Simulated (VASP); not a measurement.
ZnSe:

```
Zn Se
1.0
     4.07459    0.00000    0.00000
    -2.03729    3.52870    0.00000
     0.00000    0.00000    6.06051
Zn Se
2 2
Direct
  0.33333 0.66667 0.25000
  0.66667 0.33333 0.75000
  0.66667 0.33333 0.25000
  0.33333 0.66667 0.75000
```

This cell differs from its parent crystal: strain -1.9%.

Base run:

- Program: VASP 6.6.1
- Functional: PBE
- Potentials or basis: VASP PAW PBE potentials, release 64 (Zn, Se)
- Cutoff: 520 eV
- k mesh: 12 × 12 × 4
- Occupations: fermi-dirac, width 0.02 eV
- Spin: no spin polarisation

Its results: band gap on the k mesh 0.47 eV; pressure 6.4 GPa.

**Question.** The run is repeated on the same cell with these changes: functional from PBE to r2SCAN; occupations from fermi-dirac, width 0.02 eV to gaussian, width 0.01 eV. What comes out?

**Answer.** Band gap on the k mesh 0.98 eV; pressure 4.2 GPa.

Caveats: the cell stands under pressure; semilocal functionals underestimate gaps, and a narrow one can read as zero (at least some runs); the PAW data sets were made with another functional, which shifts forces and pressure a little (at least some runs).

A k mesh can miss the band edges.
